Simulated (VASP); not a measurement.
Set up this calculation in VASP 6.6.1, as the native input.

| Item | Value |
| --- | --- |
| Task | single point |
| Functional | PBE |
| Potentials or basis | VASP PAW PBE potentials, release 64 (Mo_sv, Cl) |
| Cutoff | 520 eV |
| k mesh | 6 × 6 × 4 |
| Occupations | gaussian, width 0.1 eV |
| Spin | collinear spin |
| Starting moments | [3.27, 3.27, 0.16, 0.15, 0.15] μB |
| Dipole correction | no |
| Further INCAR settings | ALGO = Normal; EDIFF = 1e-07; NBANDS = 36 |

The structure of Mo2Cl3 lies in POSCAR:

```
Mo2Cl3
1.0
    3.7783001898      0.0000000000      0.0000000000
   -1.8891500949      3.2721039475      0.0000000000
    0.0000000000      0.0000000000      9.0185440019
Mo Cl
2 3
Direct
    0.3333333333      0.6666666667      0.1058181525
    0.6666666667      0.3333333333      0.8941818475
    0.0000000000      0.0000000000      0.0000000000
    0.3333333333      0.6666666667      0.7144597559
    0.6666666667      0.3333333333      0.2855402441
```

One way to write it, as run:

INCAR

```
SYSTEM = Mo2Cl3
PREC     = Accurate       ! precision mode
ENCUT    = 520            ! plane-wave cutoff, eV
EDIFF    = 1E-7           ! SCF threshold, eV
ISMEAR   = 0              ! smearing method
SIGMA    = 0.1            ! smearing width, eV
LREAL    = .False.        ! projectors in reciprocal space
LASPH    = .True.         ! aspherical terms in the spheres
NELM     = 150            ! most SCF steps
ALGO     = Normal         ! electronic algorithm
ISIF     = 2              ! what is computed and relaxed
LWAVE    = .False.        ! write WAVECAR
LCHARG   = .False.        ! write CHGCAR
ISPIN    = 2              ! spin polarisation
MAGMOM   = 3.27 3.27 0.16 0.15 0.15 ! initial moments
LORBIT   = 11             ! projections on sites
LMAXMIX  = 4              ! l up to which the mixer works
GGA      = PE             ! functional
NBANDS   = 36             ! bands
```

KPOINTS

```
Automatic mesh
0
Gamma
  6 6 4
  0 0 0
```

Potentials or basis: VASP PAW PBE potentials, release 64 (Mo_sv, Cl).

Run with:

```bash
$ cat potpaw_PBE.64/Mo_sv/POTCAR potpaw_PBE.64/Cl/POTCAR > POTCAR
$ mpirun -np 1 vasp_std > vasp.out
```

Results of the run:

* Pressure: 0.0 GPa
* Largest force: 0.019 eV/Å
* Net moment: 0.91 μB per cell
* Site moments: Mo +0.39; Cl -0.02, +0.01 (each value once) μB
* Valence electrons inside the program's atomic spheres: Mo 12.41; Cl 5.03, 5.09 (each value once)

Caveat: this functional lacks dispersion, which binds the layers, so the pressure and a relaxed spacing across them are unreliable.

Run time: 110 s on 1 thread of AMD EPYC 9R45 96-Core Processor (Zen 5), with other jobs on the host, peak memory 0.31 GiB.
